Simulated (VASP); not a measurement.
Input of a VASP 6.6.1 run:

File INCAR:

```
SYSTEM = SiO2
  PREC = Accurate
  ENCUT = 520
  EDIFF = 1E-6
  ISMEAR = 0
  SIGMA = 0.02
  LREAL = .FALSE.
  LASPH = .TRUE.
  NELM = 80
  ALGO = Normal
  ISIF = 2
  LWAVE = .FALSE.
  LCHARG = .FALSE.
  GGA = CA
  NBANDS = 25
```

File KPOINTS:

```
Automatic mesh
0
G
  8 8 8
  0 0 0
```

The input POSCAR:

```
SiO2
1.0
   -1.9409858671      1.9409858671      3.8770416432
    1.9409858671     -1.9409858671      3.8770416432
    1.9409858671      1.9409858671     -3.8770416432
Si O
2 4
Direct
    0.0000000000      0.0000000000      0.0000000000
    0.7500000000      0.2500000000      0.5000000000
    0.3750000000      0.3400692351      0.4650692351
    1.0900692351      0.6250000000      0.9650692351
    0.6599307649      0.1250000000      0.0349307649
    0.8750000000     -0.0900692351      0.5349307649
```

Potentials or basis: VASP PAW LDA potentials, release 64 (Si, O).

Launch:

```console
$ cat potpaw_LDA.64/Si/POTCAR potpaw_LDA.64/O/POTCAR > POTCAR
$ mpirun -np 1 vasp_std > vasp.out
```

**Question.** Estimate the largest force.

**Answer.** 0.083 eV/Å.

**Question.** Estimate the band gap on the k mesh.

**Answer.** 6.47 eV, indirect (least direct gap 6.89 eV).

Forces on the atoms (eV/Å):
```
Si   0.000  0.000  0.000
Si   0.000  0.000  0.000
O    0.083  0.000  0.000
O    0.000  0.083  0.000
O    0.000 -0.083  0.000
O   -0.083  0.000  0.000
```

A k mesh can miss the band edges. Expect the measured gap to be larger: semilocal functionals such as LDA lack the derivative discontinuity.
